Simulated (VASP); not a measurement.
ScPdC6N6, 14 atoms in the cell. The structure is cubic, space group Fm-3m (No. 225). The conventional cell has a = 10.456 Å, b = 10.456 Å, c = 10.456 Å, α = 90.00°, β = 90.00°, γ = 90.00°. Within 2.8 Å of Sc (site symmetry m-3m) lie 6 N at 2.12 Å. Within 2.6 Å of Pd (site symmetry m-3m) lie 6 C at 1.94 Å. Within 1.6 Å of C (site symmetry 4mm) lie 1 N at 1.17 Å. Within 1.6 Å of N (site symmetry 4mm) lie 1 C at 1.17 Å. 

* Program: VASP 6.6.1
* Task: single point
* Functional: PBE
* Potentials or basis: VASP PAW PBE potentials, release 64 (Sc_sv, Pd_sv_GW, C, N)
* Cutoff: 600 eV
* k mesh: 4 × 4 × 4
* Occupations: gaussian, width 0.1 eV
* Spin: no spin polarisation
* Dipole correction: no
* Second run: valence_matched
* Further INCAR settings: ALGO = Normal; EDIFF = 1e-06; NBANDS = 54

Potentials or basis: VASP PAW PBE potentials, release 64 (Sc_sv, Pd_sv_GW, C, N).

Command:

```sh
$ cat potpaw_PBE.64/Sc_sv/POTCAR potpaw_PBE.64/Pd_sv_GW/POTCAR potpaw_PBE.64/C/POTCAR potpaw_PBE.64/N/POTCAR > POTCAR
$ mpirun -np 1 vasp_std > vasp.out
```

Hardware: 1 thread of Intel(R) Xeon(R) Platinum 8488C (Sapphire Rapids), with other jobs on the host.

Problem. How long does it take, and how much memory?

Solution. It took 6 min on 1 thread of Intel(R) Xeon(R) Platinum 8488C (Sapphire Rapids) (shared host), peak memory 0.6 GiB. Counts: scf iterations 31, k points 8.
